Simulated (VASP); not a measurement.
PtSe2, 3 atoms in the cell. Symmetry: Fm-3m, No. 225, cubic system. Conventional cell: a = 6.200 Å, b = 6.200 Å, c = 6.200 Å, α = 90.00°, β = 90.00°, γ = 90.00°. Pt (site symmetry m-3m) has 8 Se at 2.68 Å within 3.5 Å. Within 3.5 Å of Se (site symmetry -43m) lie 4 Pt at 2.68 Å and 6 Se at 3.10 Å. 

* Program: VASP 6.6.1
* Task: relaxation of cell and atoms
* Functional: r2SCAN
* Dispersion: rVV10
* Potentials or basis: VASP PAW PBE potentials, release 64 (Pt, Se)
* Cutoff: 600 eV
* k mesh: 6 × 6 × 6
* Occupations: fermi-dirac, width 0.03 eV
* Spin: no spin polarisation
* Dipole correction: no
* Further INCAR settings: ALGO = Normal; EDIFF = 1e-06; IBRION = 2; EDIFFG = -0.01; NSW = 100; ISIF = 3

Potentials or basis: VASP PAW PBE potentials, release 64 (Pt, Se).

Command:

```bash
$ cat potpaw_PBE.64/Pt/POTCAR potpaw_PBE.64/Se/POTCAR > POTCAR
$ cp INCAR.step1 INCAR
$ mpirun -np 1 vasp_std > vasp.out
$ cp INCAR.step2 INCAR
$ mpirun -np 1 vasp_std > vasp.out
```

Hardware: 1 thread of Intel Xeon 8259CL, with other jobs on the host.

Task: Estimate the wall time of this run.

Result: Run time: 8.3 min on 1 thread of Intel Xeon 8259CL (shared host), peak memory 0.4 GiB. Counts: k points 16, ion steps 3.
